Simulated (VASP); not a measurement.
Input of a VASP 6.6.1 run:

POSCAR

```
Gd
1.0
    3.6439866622      0.0000000000      0.0000000000
   -1.8219933311      3.1557850205      0.0000000000
    0.0000000000      0.0000000000      5.9022172334
Gd
2
Direct
    0.3333333333      0.6666666667      0.2500000000
    0.6666666667      0.3333333333      0.7500000000
```

INCAR.step1

```
  PREC = Accurate
  ENCUT = 520
  ISMEAR = 1
  SIGMA = 0.05
  LREAL = False
  LASPH = True
  NELM = 150
  ISPIN = 2
  MAGMOM = 7 7
  LMAXMIX = 6
  NBANDS = 29
  GGA = PE
  ALGO = Normal
  EDIFF = 1E-4
  LWAVE = True
  LCHARG = False
```

INCAR.step2

```
  PREC = Accurate
  ENCUT = 520
  EDIFF = 1E-7
  ISMEAR = 1
  SIGMA = 0.05
  LREAL = False
  LASPH = True
  NELM = 150
  ALGO = Normal
  ISIF = 2
  LWAVE = False
  LCHARG = False
  ISPIN = 2
  MAGMOM = 7 7
  LORBIT = 11
  LMAXMIX = 6
  METAGGA = R2SCAN
  LMIXTAU = True
  NBANDS = 29
  ISTART = 1
```

File KPOINTS:

```
regular mesh
0
Gamma
  7 7 4
```

Potentials or basis: VASP PAW PBE potentials, release 64 (Gd).

The run is started by

```bash
$ cat potpaw_PBE.64/Gd/POTCAR > POTCAR
$ cp INCAR.step1 INCAR
$ mpirun -np 1 vasp_std > vasp.out
$ cp INCAR.step2 INCAR
$ mpirun -np 1 vasp_std > vasp.out
```

(1) What does it give for the pressure?

(2) Estimate the net moment.

Answers

(1) -0.1 GPa.

(2) 15.96 μB per cell.

Caveat: the PAW data sets were made with another functional, which shifts forces and pressure a little.
